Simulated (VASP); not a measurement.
Wanted: the native input for a VASP 6.6.1 run.

| Property | Result |
| --- | --- |
| Task | single point |
| Functional | LDA |
| Potentials or basis | VASP PAW LDA potentials, release 64 (Sc_sv) |
| Cutoff | 520 eV |
| k mesh | 15 × 15 × 15 |
| Occupations | fermi-dirac, width 0.05 eV |
| Spin | no spin polarisation |
| Dipole correction | no |
| Further INCAR settings | ALGO = Normal; EDIFF = 1e-07; NBANDS = 12 |

The structure of Sc lies in POSCAR:

```
Sc
1.0
    2.5851397822      0.0000000000      0.0000000000
    0.0000000000      2.5851397822      0.0000000000
    0.0000000000      0.0000000000      2.5851397822
Sc
1
Direct
    0.0000000000      0.0000000000      0.0000000000
```

This cell differs from its parent crystal: volume scaled by 0.75.

These files were run (other wordings do the same):

INCAR

```
SYSTEM = Sc
PREC     = Accurate       ! precision mode
ENCUT    = 520            ! plane-wave cutoff, eV
EDIFF    = 1E-7           ! SCF threshold, eV
ISMEAR   = -1             ! smearing method
SIGMA    = 0.05           ! smearing width, eV
LREAL    = .False.        ! projectors in reciprocal space
LASPH    = .True.         ! aspherical terms in the spheres
NELM     = 100            ! most SCF steps
ALGO     = Normal         ! electronic algorithm
ISIF     = 2              ! what is computed and relaxed
LWAVE    = .False.        ! write WAVECAR
LCHARG   = .True.         ! write CHGCAR
LELF     = .True.         ! ELF
LVHAR    = .True.       
NBANDS   = 12             ! bands
```

KPOINTS

```
Automatic mesh
0
Gamma
  15 15 15
  0 0 0
```

Potentials or basis: VASP PAW LDA potentials, release 64 (Sc_sv).

Command:

```console
$ cat potpaw_LDA.64/Sc_sv/POTCAR > POTCAR
$ mpirun -np 1 vasp_std > vasp.out
```

Results of the run:

```json
{
 "Pressure": "18.6 GPa"
}
```

Run time: 11 s on 1 thread of AMD EPYC 9R45 96-Core Processor (Zen 5), on a shared host, peak memory 0.1 GiB.
